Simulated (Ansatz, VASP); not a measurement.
# Ni2Ge: VASP beside Ansatz

INCAR

```
SYSTEM = Ni2Ge
ALGO = Fast ; EDIFF = 1E-6
ENCUT = 520 ; GGA = PS
ISIF = 2 ; ISMEAR = 0
LASPH = .TRUE. ; LCHARG = .TRUE.
LELF = .TRUE. ; LREAL = .FALSE.
LVHAR = .TRUE. ; LWAVE = .FALSE.
NBANDS = 43 ; NELM = 80
PREC = Accurate ; SIGMA = 0.15
```

Contents of KPOINTS:

```
k-points
0
G
  18 18 10
  0 0 0
```

The input POSCAR:

```
Ni2Ge
1.0
    4.0839075421      0.0000000000      0.0000000000
   -2.0419537710      3.5367676781      0.0000000000
    0.0000000000      0.0000000000      4.7429443509
Ni Ge
4 2
Direct
    0.6666666667      0.3333333333      0.2500000000
    0.3333333333      0.6666666667      0.7500000000
    0.0000000000      0.0000000000      0.0000000000
    0.0000000000      0.0000000000      0.5000000000
    0.6666666667      0.3333333333      0.7500000000
    0.3333333333      0.6666666667      0.2500000000
```

Input for Ansatz:

```yaml
crystal:
  lattice:
    - [4.0839075421, 0.0, 0.0]
    - [-2.041953771, 3.5367676781, 0.0]
    - [0.0, 0.0, 4.7429443509]
  atoms:
    - { symbol: Ni, position: [0.6666666667, 0.3333333333, 0.25] }
    - { symbol: Ni, position: [0.3333333333, 0.6666666667, 0.75] }
    - { symbol: Ni, position: [0.0, 0.0, 0.0] }
    - { symbol: Ni, position: [0.0, 0.0, 0.5] }
    - { symbol: Ge, position: [0.6666666667, 0.3333333333, 0.75] }
    - { symbol: Ge, position: [0.3333333333, 0.6666666667, 0.25] }
basis:
  ecutwfc: 420
kpoints:
  mp_grid: { grid: [18, 18, 10] }
hamiltonian:
  xc: pbesol
scf:
  occupations: { method: gaussian, width: 0.15 }
output:
  forces: true
  stress: true
  eigenvalues: true
```

Alike in both runs: task single point; functional PBEsol; k mesh 18 × 18 × 10; occupations gaussian, width 0.15 eV; no spin polarisation.

|  | VASP | Ansatz |
| --- | --- | --- |
| version | VASP 6.6.1 | Ansatz 0.2.0 |
| potentials or method | VASP PAW PBE potentials, release 64 (Ni, Ge_d), cutoff 520 eV | scalar-relativistic, plane waves, PAW |
| valence electrons in the cell | 68 | 100 |

|  | VASP | Ansatz | Ansatz less VASP |
| --- | --- | --- | --- |
| gap on the k mesh at the Fermi level (eV) | none | none | - |
| pressure (GPa) | 0.3 | 0.3 | -0.05 |
| traceless stress, the component that is largest in VASP (GPa) | 15.90 | 15.99 | +0.087 |

VASP's potentials were made for PBE, not for PBEsol. A gap of «none» marks a metal or a gap that the smearing closes. The functional is the same, so the differences come from potentials, cutoffs and numerics. VASP's potentials hold 68 valence electrons a cell and Ansatz's 100, so a difference there can come from the potentials and not from the codes.
